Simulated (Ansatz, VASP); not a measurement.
**Two plane-wave programs on TaN**

INCAR

```
PREC = Accurate
ENCUT = 520
EDIFF = 1E-7
ISMEAR = 0
SIGMA = 0.15
LREAL = False
LASPH = True
NELM = 100
ALGO = Normal
ISIF = 2
LWAVE = False
LCHARG = False
GGA = PS
NBANDS = 24
```

Contents of KPOINTS:

```
Automatic mesh
0
Gamma
  18 18 8
```

POSCAR

```
TaN
1.0
    3.2463273487      0.0000000000      0.0000000000
   -1.6231636744      2.8114019530      0.0000000000
    0.0000000000      0.0000000000      6.0446615233
Ta N
2 2
Direct
    0.3333333333      0.6666666667      0.0301041378
    0.6666666667      0.3333333333      0.5301041378
    0.3333333333      0.6666666667      0.3548958622
    0.6666666667      0.3333333333      0.8548958622
```

Input for Ansatz:

```yaml
crystal:
  lattice:
    - [3.2463273487, 0.0, 0.0]
    - [-1.6231636744, 2.811401953, 0.0]
    - [0.0, 0.0, 6.0446615233]
  atoms:
    - { symbol: Ta, position: [0.3333333333, 0.6666666667, 0.0301041378] }
    - { symbol: Ta, position: [0.6666666667, 0.3333333333, 0.5301041378] }
    - { symbol: "N", position: [0.3333333333, 0.6666666667, 0.3548958622] }
    - { symbol: "N", position: [0.6666666667, 0.3333333333, 0.8548958622] }
basis:
  ecutwfc: 520.0
kpoints:
  mp_grid: { grid: [18, 18, 8] }
hamiltonian:
  xc: pbesol
  pseudopotentials: { kind: paw, azcp: { folder: soft_1 } }
scf:
  occupations: { method: gaussian, width: 0.15 }
output:
  forces: true
  stress: true
  eigenvalues: true
```

Alike in both runs: task single point; functional PBEsol; k mesh 18 × 18 × 8; occupations gaussian, width 0.15 eV; no spin polarisation.

|  | VASP | Ansatz |
| --- | --- | --- |
| version | VASP 6.6.1 | Ansatz 0.2.0 |
| potentials or method | VASP PAW PBE potentials, release 64 (Ta_pv, N), cutoff 520 eV | scalar-relativistic, plane waves, PAW |
| valence electrons in the cell | 32 | 36 |

```csv
,VASP,Ansatz,Ansatz less VASP
gap on the k mesh at the Fermi level (eV),none,none,-
pressure (GPa),-14.9,-15.5,-0.59
"traceless stress, the component that is largest in VASP (GPa)",5.94,5.50,-0.443
rms of the force components (eV/Å),0.362,0.339,-0.0230
```

VASP's potentials were made for PBE, not for PBEsol, and Ansatz warns of the same on its side. Atom by atom the forces differ by 0.023 eV/Å (rms over components). A gap of «none» marks a metal or a gap that the smearing closes. With one functional, cell and mesh, what is left measures potentials, basis and numerics. VASP's potentials hold 32 valence electrons a cell and Ansatz's 36, so a difference there can come from the potentials and not from the codes.

Neither program's run includes spin-orbit coupling.
